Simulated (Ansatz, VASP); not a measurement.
# One calculation of Mg2C, two programs

The input INCAR:

```
SYSTEM = Mg2C
  PREC = Accurate
  ENCUT = 600
  EDIFF = 1E-6
  ISMEAR = 0
  SIGMA = 0.1
  LREAL = .False.
  LASPH = .True.
  NELM = 80
  ALGO = Normal
  ISIF = 3
  LWAVE = .False.
  LCHARG = .False.
  GGA = PE
  IBRION = 2
  NSW = 100
  EDIFFG = -0.01
```

Contents of KPOINTS:

```
Automatic mesh
0
Gamma
  14 14 10
  0 0 0
```

POSCAR

```
Mg2C
1.0
    3.2456201300      0.0000000000      0.0000000000
    0.0000000000      3.2456201300      0.0000000000
    0.0000000000      0.0000000000      4.5900000000
Mg C
2 1
Direct
    0.0000000000      0.0000000000      0.0000000000
    0.5000000000      0.5000000000      0.5000000000
    0.0000000000      0.0000000000      0.5000000000
```

Input for Ansatz:

```yaml
crystal:
  lattice:
    - [3.24562013, 0.0, 0.0]
    - [0.0, 3.24562013, 0.0]
    - [0.0, 0.0, 4.59]
  atoms:
    - { symbol: Mg, position: [0.0, 0.0, 0.0] }
    - { symbol: Mg, position: [0.5, 0.5, 0.5] }
    - { symbol: C, position: [0.0, 0.0, 0.5] }
basis:
  ecutwfc: 420
kpoints:
  mp_grid: { grid: [14, 14, 10] }
hamiltonian:
  xc: pbe
scf:
  occupations: { method: gaussian, width: 0.1 }
output:
  forces: true
  stress: true
  eigenvalues: true
relax:
  adjacent_minimum: "off"
  f_tol: 0.01
  max_steps: 80
  cell: { stress_tol: 0.05 }
```

Change from the starting cell: ordered vacancies on the anion sites of rock salt (P4/mmm, No. 123).

Alike in both runs: task relaxation of cell and atoms; functional PBE; k mesh 14 × 14 × 10; occupations gaussian, width 0.1 eV; no spin polarisation.

```csv
,VASP,Ansatz
version,VASP 6.6.1,Ansatz 0.2.0
potentials or method,"VASP PAW PBE potentials, release 64 (Mg, C), cutoff 600 eV","scalar-relativistic, plane waves, PAW"
valence electrons in the cell,8,24
```

VASP gave:

```
gap on the k mesh at the Fermi level, each at its own relaxed structure (eV) : none
relaxed volume (Å³/atom)                                                     : 15.68
relaxed length of the cell vector where the two differ most in proportion (Å)              : 3.311
```

What did Ansatz give for the same quantities?

gap on the k mesh at the Fermi level, each at its own relaxed structure (eV): none; relaxed volume (Å³/atom): 15.73; relaxed length of the cell vector where the two differ most in proportion (Å): 3.316.

A gap of «none» marks a metal or a gap that the smearing closes. VASP's potentials hold 8 valence electrons a cell and Ansatz's 24, so a difference there can come from the potentials and not from the codes.
